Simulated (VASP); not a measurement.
# BaS: dielectric tensor with PBE

Crystal: BaS.

```
Ba S
1.0
     0.00000    3.19375    3.19375
     3.19375    0.00000    3.19375
     3.19375    3.19375    0.00000
Ba S
1 1
Direct
  0.00000 0.00000 0.00000
  0.50000 0.50000 0.50000
```

```yaml
Program: VASP 6.6.1
Task: dielectric tensor
Functional: PBE
Potentials_or_basis: VASP PAW PBE potentials, release 64 (Ba_sv, S)
Cutoff: 520 eV
k_mesh: 7 × 7 × 7
Occupations: gaussian, width 0.01 eV
Spin: collinear spin, zero start
Starting_moments: "[0.0, 0.0] μB"
Dipole_correction: no
Further_INCAR_settings: ALGO = Normal; EDIFF = 1e-08
```

The band gap on the k mesh is 2.17 eV, indirect (least direct gap 2.31 eV) and the net moment is 0.00 μB per cell. The valence electrons inside the program's atomic spheres are Ba 7.91; S 3.75, the electronic dielectric tensor (diagonal) is 4.90 and the born charges (mean of the diagonal) is Ba +2.62; S -2.62 e.

Levels at points of the mesh, in eV from the valence-band top:
Spin up:
```
           k point  band 4  band 5  band 6  band 7  band 8  band 9  band 10  band 11  band 12
(0.00, 0.00, 0.00)  -11.13  -10.36    0.00    0.00    0.00    3.60     3.87     3.87     3.87
```
Spin down:
```csv
k point,band 5,band 6,band 7,band 8,band 9,band 10,band 11,band 12
"(0.00, 0.00, 0.00)",-10.36,0.00,0.00,0.00,3.60,3.87,3.87,3.87
```

Electronic dielectric tensor:
```
4.90 0.00 0.00
0.00 4.90 0.00
0.00 0.00 4.90
```

Born effective charge tensors (e):
atom 1, Ba
```
2.62 0.00 0.00
0.00 2.62 0.00
0.00 0.00 2.62
```
atom 2, S
```
-2.62  0.00  0.00
 0.00 -2.62  0.00
 0.00  0.00 -2.62
```

Run time: 23 min on 1 thread of AMD EPYC 7R13 Processor (Zen 3) (shared host), peak memory 0.35 GiB.

Caveat: spin-orbit coupling is left out, which moves the levels of the heavy elements. As with any semilocal functional, this PBE gap is likely too small.
